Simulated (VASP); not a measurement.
Here is a VASP 6.6.1 calculation.

File INCAR:

```
SYSTEM = AsPb
PREC = Accurate
ENCUT = 520
EDIFF = 1E-6
ISMEAR = 0
SIGMA = 0.1
LREAL = .FALSE.
LASPH = .TRUE.
NELM = 100
ALGO = Normal
ISIF = 2
LWAVE = .FALSE.
LCHARG = .TRUE.
GGA = PE
LELF = .TRUE.
LVHAR = .TRUE.
NBANDS = 16
```

The input KPOINTS:

```
regular mesh
0
G
  6 6 4
  0 0 0
```

Contents of POSCAR:

```
AsPb
1.0
    3.5931535100      0.0000000000      0.0000000000
    0.0000000000      3.5931535100      0.0000000000
    0.0000000000      0.0000000000      4.1930416800
As Pb
1 1
Direct
    0.5000000000      0.5000000000      0.5000000000
    0.0000000000      0.0000000000      0.0000000000
```

Potentials or basis: VASP PAW PBE potentials, release 64 (As, Pb_d).

Launch:

```sh
$ cat potpaw_PBE.64/As/POTCAR potpaw_PBE.64/Pb_d/POTCAR > POTCAR
$ mpirun -np 1 vasp_std > vasp.out
```

Predict the pressure.

-2.5 GPa.

Stress tensor (GPa, compression positive):
```
-2.57  0.00  0.00
 0.00 -2.57  0.00
 0.00  0.00 -2.24
```

Caveat: the k points lie up to 0.37 Å⁻¹ apart.
